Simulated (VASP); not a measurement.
# Ta (P6_3/mmc) in VASP: further runs, part 3 of 3

VASP 6.6.1. Earlier steps stand in the parts before.

**5. Single point, r2SCAN (19.97 Å³/atom)**

This run uses another cell than the first one, of 19.97 Å³/atom.

POSCAR

```
Ta
1.0
    2.9607563001      0.0000000000      0.0000000000
   -1.4803781501      2.5640901703      0.0000000000
    0.0000000000      0.0000000000      5.2613191325
Ta
2
Direct
    0.3333333333      0.6666666667      0.2500000000
    0.6666666667      0.3333333333      0.7500000000
```

INCAR.step1

```
PREC = Accurate
ENCUT = 520
ISMEAR = -1
SIGMA = 0.1
LREAL = False
LASPH = True
NELM = 100
NBANDS = 18
GGA = PE
ALGO = Normal
EDIFF = 1E-4
LWAVE = True
LCHARG = False
```

INCAR.step2

```
PREC = Accurate
ENCUT = 520
EDIFF = 1E-7
ISMEAR = -1
SIGMA = 0.1
LREAL = False
LASPH = True
NELM = 100
ALGO = Normal
ISIF = 2
LWAVE = False
LCHARG = False
METAGGA = R2SCAN
LMIXTAU = True
NBANDS = 18
ISTART = 1
```

KPOINTS

```
regular mesh
0
Gamma
  14 14 7
```

Potentials or basis: VASP PAW PBE potentials, release 64 (Ta_pv).

Started as:

```bash
$ cat potpaw_PBE.64/Ta_pv/POTCAR > POTCAR
$ cp INCAR.step1 INCAR
$ mpirun -np 1 vasp_std > vasp.out
$ cp INCAR.step2 INCAR
$ mpirun -np 1 vasp_std > vasp.out
```

OUTCAR:

```text
PREC = Accurate
   ENCUT = 520
   EDIFF = 1E-7
   ISMEAR = -1
   LREAL = False
   LASPH = True
   NELM = 100
   ISIF = 2
   METAGGA = R2SCAN
   ISTART = 1

 ion  position               nearest neighbor table
   1  0.333  0.667  0.250-   2 3.14   2 3.14   2 3.14   2 3.14   2 3.14   2 3.14
   2  0.667  0.333  0.750-   1 3.14   1 3.14   1 3.14   1 3.14   1 3.14   1 3.14

  LATTYP: Found a hexagonal cell.
 ALAT       =     2.9607563001
 C/A-ratio  =     1.7770186396

  Lattice vectors:

 A1 = (   2.9607563001,   0.0000000000,   0.0000000000)
 A2 = (  -1.4803781501,   2.5640901703,   0.0000000000)
 A3 = (   0.0000000000,   0.0000000000,   5.2613191325)

Analysis of symmetry for initial positions (statically):
=====================================================================
 Subroutine PRICEL returns:
 Original cell was already a primitive cell.

 Routine SETGRP: Setting up the symmetry group for a
 hexagonal supercell.

 Subroutine GETGRP returns: Found 24 space group operations
 (whereof 12 operations were pure point group operations)
 out of a pool of 24 trial point group operations.

The static configuration has the point symmetry D_3d.
[... 160 lines left out ...]

  energy without entropy =      -96.39366907  energy(sigma->0) =      -96.43774316

 E-fermi :   4.9686     XC(G=0): -13.1642

 val. band max:        4.9499118640   @ k =   0.2143   0.0000   0.4286
 cond. band min:       4.9706702539   @ k =   0.1429   0.0714   0.4286
 fundamental gap:      0.0207583899
 Fermi energy:         4.9685880089

 k-point     1 :       0.0000    0.0000    0.0000
  band No.  band energies     occupation
      1     -30.8678      2.00000
      2     -30.1707      2.00000
      3     -30.0694      2.00000
      4     -30.0694      2.00000
      5     -29.9989      2.00000
      6     -29.9989      2.00000
[... 481 lines left out ...]
      5     -30.4070      2.00000
      6     -30.3514      2.00000
[... 10 lines left out ...]
     17      12.1511      0.00000
     18      12.3235      0.00000

 [... further k-points ...]

------------------------ aborting loop because EDIFF is reached ----------------------------------------

  FORCE on cell =-STRESS in cart. coord.  units (eV):
  Direction    XX          YY          ZZ          XY          YZ          ZX
  --------------------------------------------------------------------------------------
  -------------------------------------------------------------------------------------
  Total       -3.1896031     -3.1896031     -3.0277943      0.0000000      0.0000000     -0.0000000
  in kB     -127.9430270   -127.9430270   -121.4524680      0.0000000      0.0000000     -0.0000000
  external PRESSURE =    -125.7795073 kB  Pullay stress =       0.0000000 kB

 VOLUME and BASIS-vectors are now :
 -----------------------------------------------------------------------------
  energy-cutoff  :      520.00
  volume of cell :       39.94
      direct lattice vectors                 reciprocal lattice vectors
     2.960756300  0.000000000  0.000000000     0.337751540  0.195000943  0.000000000
    -1.480378150  2.564090170  0.000000000     0.000000000  0.390001885  0.000000000
     0.000000000  0.000000000  5.261319132     0.000000000  0.000000000  0.190066403

 POSITION                                       TOTAL-FORCE (eV/Angst)
 -----------------------------------------------------------------------------------
     -0.00000      1.70939      1.31533        -0.000000     -0.000000      0.000000
      1.48038      0.85470      3.94599         0.000000      0.000000      0.000000
 -----------------------------------------------------------------------------------
    total drift:                               -0.000000      0.000000     -0.000000

  FREE ENERGIE OF THE ION-ELECTRON SYSTEM (eV)
  ---------------------------------------------------
  free  energy   TOTEN  =       -96.4818172524 eV

  energy  without entropy=      -96.3936690740  energy(sigma->0) =      -96.43774316
```

OSZICAR.step1:

```text
N       E                     dE             d eps       ncg     rms          rms(c)
DAV:   1     0.170137788789E+03    0.17014E+03   -0.12796E+04  3464   0.125E+03
DAV:   2    -0.197473850244E+02   -0.18989E+03   -0.18688E+03  4214   0.352E+02
DAV:   3    -0.240169074534E+02   -0.42695E+01   -0.41872E+01  4232   0.493E+01
DAV:   4    -0.240516890451E+02   -0.34782E-01   -0.34692E-01  3964   0.456E+00
DAV:   5    -0.240519380751E+02   -0.24903E-03   -0.24901E-03  3970   0.386E-01    0.158E+01
DAV:   6    -0.232656468629E+02    0.78629E+00   -0.91236E-01  3840   0.811E+00    0.740E+00
DAV:   7    -0.230324062891E+02    0.23324E+00   -0.73464E-01  4026   0.686E+00    0.543E-01
DAV:   8    -0.230297417679E+02    0.26645E-02   -0.97944E-03  3832   0.834E-01    0.142E-01
DAV:   9    -0.230297087027E+02    0.33065E-04   -0.39739E-04  3918   0.162E-01
   1 F= -.23029709E+02 E0= -.22983840E+02  d E =-.917366E-01
```

Run time: 5.7 min. Hardware: 1 thread of Intel Xeon 8259CL, shared host; peak memory 0.21 GiB.

Results:

```
Free energy            : -96.4818 eV
Pressure               : -12.6 GPa
Band gap on the k mesh : zero (bands 11 and 12 overlap by 1.62 eV)
```

Stress tensor (GPa, compression positive):
```
-12.79   0.00   0.00
  0.00 -12.79   0.00
  0.00   0.00 -12.15
```

Levels at points of the mesh, in eV from the Fermi level:
```csv
k point,band 7,band 8,band 9,band 10,band 11,band 12,band 13,band 14,band 15,band 16
"(0.00, 0.00, 0.00)",-8.36,-4.93,-0.48,-0.48,0.70,0.70,1.24,1.24,3.06,3.06
"(0.50, 0.00, 0.00)",-4.03,-3.72,-3.15,-0.73,-0.28,0.47,1.05,5.48,6.19,6.46
```

Caveat: the cell stands under tension; the PAW data sets were made with another functional, which shifts forces and pressure a little; spin-orbit coupling is left out, which moves the levels of the heavy elements.

**6. Single point, r2SCAN (20.71 Å³/atom)**

This run uses another cell than the first one, of 20.71 Å³/atom.

POSCAR

```
Ta
1.0
    2.9968666431      0.0000000000      0.0000000000
   -1.4984333216      2.5953626447      0.0000000000
    0.0000000000      0.0000000000      5.3254878851
Ta
2
Direct
    0.3333333333      0.6666666667      0.2500000000
    0.6666666667      0.3333333333      0.7500000000
```

INCAR.step1

```
PREC = Accurate ; ENCUT = 520
ISMEAR = -1 ; SIGMA = 0.1
LREAL = False ; LASPH = True
NELM = 100 ; NBANDS = 18
GGA = PE ; ALGO = Normal
EDIFF = 1E-4 ; LWAVE = True
LCHARG = False
```

INCAR.step2

```
PREC = Accurate ; ENCUT = 520
EDIFF = 1E-6 ; ISMEAR = -1
SIGMA = 0.1 ; LREAL = False
LASPH = True ; NELM = 100
ALGO = Normal ; ISIF = 2
LWAVE = False ; LCHARG = False
METAGGA = R2SCAN ; LMIXTAU = True
NBANDS = 18 ; ISTART = 1
```

KPOINTS

```
Automatic mesh
0
Gamma
  14 14 7
```

Potentials or basis: VASP PAW PBE potentials, release 64 (Ta_pv).

Started as:

```bash
$ cat potpaw_PBE.64/Ta_pv/POTCAR > POTCAR
$ cp INCAR.step1 INCAR
$ mpirun -np 1 vasp_std > vasp.out
$ cp INCAR.step2 INCAR
$ mpirun -np 1 vasp_std > vasp.out
```

Wall time 5.6 min (1 thread of Intel Xeon 8259CL, shared host); peak memory 0.21 GiB.

It converged, with:

* Free energy: -96.3421 eV
* Pressure: -17.6 GPa
* Band gap on the k mesh: zero (bands 11 and 12 overlap by 1.54 eV)

Stress tensor (GPa, compression positive):
```
-17.98   0.00   0.00
  0.00 -17.98   0.00
  0.00   0.00 -16.72
```

Levels at points of the mesh, in eV from the Fermi level:
```csv
k point,band 9,band 10,band 11,band 12,band 13,band 14
"(0.00, 0.00, 0.00)",-0.55,-0.44,0.70,0.70,1.21,1.21
"(0.50, 0.00, 0.00)",-2.99,-0.78,-0.25,0.44,1.04,5.24
```

Caveat: the cell stands under tension; the PAW data sets were made with another functional, which shifts forces and pressure a little; spin-orbit coupling is left out, which moves the levels of the heavy elements.

**7. Single point, r2SCAN**

This run uses another cell than the first one, of 18.49 Å³/atom.

POSCAR

```
Ta
1.0
    2.8857679800      0.0000000000      0.0000000000
   -1.4428839900      2.4991483801      0.0000000000
    0.0000000000      0.0000000000      5.1280634899
Ta
2
Direct
    0.3333333333      0.6666666667      0.2500000000
    0.6666666667      0.3333333333      0.7500000000
```

INCAR.step1

```
PREC = Accurate
ENCUT = 520
ISMEAR = -1
SIGMA = 0.1
LREAL = False
LASPH = True
NELM = 80
NBANDS = 18
GGA = PE
ALGO = Normal
EDIFF = 1E-4
LWAVE = True
LCHARG = False
```

INCAR.step2

```
PREC = Accurate
ENCUT = 520
EDIFF = 1E-6
ISMEAR = -1
SIGMA = 0.1
LREAL = False
LASPH = True
NELM = 80
ALGO = Normal
ISIF = 2
LWAVE = False
LCHARG = False
METAGGA = R2SCAN
LMIXTAU = True
NBANDS = 18
ISTART = 1
```

KPOINTS

```
regular mesh
0
Gamma
  21 21 10
```

Started as:

```bash
$ cat potpaw_PBE.64/Ta_pv/POTCAR > POTCAR
$ cp INCAR.step1 INCAR
$ mpirun -np 1 vasp_std > vasp.out
$ cp INCAR.step2 INCAR
$ mpirun -np 1 vasp_std > vasp.out
```

It took 15 min on 1 thread of Intel Xeon 8259CL, shared host; peak memory 0.3 GiB.

The run converged. Its results:

- Free energy: -96.5954 eV
- Pressure: 0.7 GPa
- Band gap on the k mesh: zero (bands 11 and 12 overlap by 2.22 eV)

Stress tensor (GPa, compression positive):
```
0.89 0.00 0.00
0.00 0.89 0.00
0.00 0.00 0.41
```

Levels at points of the mesh, in eV from the Fermi level:
```tsv
k point	band 9	band 10	band 11	band 12	band 13	band 14
(0.00, 0.00, 0.00)	-0.58	-0.29	0.69	0.69	1.30	1.30
(0.00, 0.00, 0.50)	-1.30	-1.30	0.75	0.75	0.75	0.75
```

Caveat: the PAW data sets were made with another functional, which shifts forces and pressure a little; spin-orbit coupling is left out, which moves the levels of the heavy elements.

**8. The runs side by side**

```tsv
cell	k mesh	gap on the mesh (eV)	pressure (GPa)
a = 2.847, b = 2.847, c = 5.059 Å, angles 90.0, 90.0, 120.0°, 2 atoms	14 × 14 × 7	none	9.6
a = 2.886, b = 2.886, c = 5.128 Å, angles 90.0, 90.0, 120.0°, 2 atoms	14 × 14 × 7	none	0.8
a = 2.924, b = 2.924, c = 5.196 Å, angles 90.0, 90.0, 120.0°, 2 atoms	14 × 14 × 7	none	-6.5
a = 2.961, b = 2.961, c = 5.261 Å, angles 90.0, 90.0, 120.0°, 2 atoms	14 × 14 × 7	none	-12.6
a = 2.997, b = 2.997, c = 5.325 Å, angles 90.0, 90.0, 120.0°, 2 atoms	14 × 14 × 7	none	-17.6
a = 2.886, b = 2.886, c = 5.128 Å, angles 90.0, 90.0, 120.0°, 2 atoms	21 × 21 × 10	none	0.7
```

Alike in all rows: task single point; level r2SCAN; potentials or basis VASP PAW PBE potentials, release 64 (Ta_pv); no spin polarisation; cutoff (eV) 520; smearing fermi-dirac 0.1 eV.

Caveats: the PAW data sets were made with another functional, which shifts forces and pressure a little; spin-orbit coupling is left out, which moves the levels of the heavy elements; the cell stands under tension (at least some runs); the cell stands under pressure (at least some runs).

Total energies depend on the potentials used, so only differences within one code and one set of settings carry meaning.

The gap in the log of VASP goes by the Fermi energy; the results here count the filled bands.